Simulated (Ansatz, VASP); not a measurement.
## BN in VASP and in Ansatz

The input INCAR:

```
ALGO = Normal
EDIFF = 1E-6
ENCUT = 520
GGA = PE
ISIF = 2
ISMEAR = 0
IVDW = 12
LASPH = True
LCHARG = True
LELF = True
LREAL = False
LVHAR = True
LWAVE = False
NBANDS = 16
NELM = 80
PREC = Accurate
SIGMA = 0.05
```

The input KPOINTS:

```
k-points
0
Gamma
  12 12 4
```

The input POSCAR:

```
BN
1.0
    2.5099983704      0.0000000000      0.0000000000
   -1.2549991852      2.1737223522      0.0000000000
    0.0000000000      0.0000000000      6.6900000000
B N
2 2
Direct
    0.0000000000      0.0000000000      0.5000000000
    0.3333333333      0.6666666667      0.0000000000
   -0.0444364859     -0.0325297654      0.0000000000
    0.6222301808      0.3008035680      0.5000000000
```

Input for Ansatz:

```yaml
crystal:
  lattice:
    - [2.5099983704, 0.0, 0.0]
    - [-1.2549991852, 2.1737223522, 0.0]
    - [0.0, 0.0, 6.69]
  atoms:
    - { symbol: B, position: [0.0, 0.0, 0.5] }
    - { symbol: B, position: [0.3333333333, 0.6666666667, 0.0] }
    - { symbol: "N", position: [-0.0444364859, -0.0325297654, 0.0] }
    - { symbol: "N", position: [0.6222301808, 0.300803568, 0.5] }
basis:
  ecutwfc: 420
kpoints:
  mp_grid: { grid: [12, 12, 4] }
hamiltonian:
  xc: pbe
  dispersion: d3bj
scf:
  occupations: { method: gaussian, width: 0.05 }
output:
  forces: true
  stress: true
  eigenvalues: true
```

Change from the starting cell: all N atoms moved -0.100 Å, as atom 3 along Cartesian [1 1 0].

Alike in both runs: task single point; functional PBE; dispersion D3(BJ); k mesh 12 × 12 × 4; occupations gaussian, width 0.05 eV; no spin polarisation.

|  | VASP | Ansatz |
| --- | --- | --- |
| version | VASP 6.6.1 | Ansatz 0.2.0 |
| potentials or method | VASP PAW PBE potentials, release 64 (B, N), cutoff 520 eV | scalar-relativistic, plane waves, PAW |
| valence electrons in the cell | 16 | 16 |

VASP gave:

| Item | Value |
| --- | --- |
| gap on the k mesh at the Fermi level (eV) | 3.77 |
| least direct gap on the mesh (eV) | 4.14 |
| pressure (GPa) | 2.9 |
| traceless stress, the component that is largest in VASP (GPa) | 9.67 |
| rms of the force components (eV/Å) | 2.639 |

Q: Which values does Ansatz return?

A: gap on the k mesh at the Fermi level (eV): 3.78; least direct gap on the mesh (eV): 4.14; pressure (GPa): 2.9; traceless stress, the component that is largest in VASP (GPa): 9.59; rms of the force components (eV/Å): 2.647.

Atom by atom the forces differ by 0.007 eV/Å (rms over components).
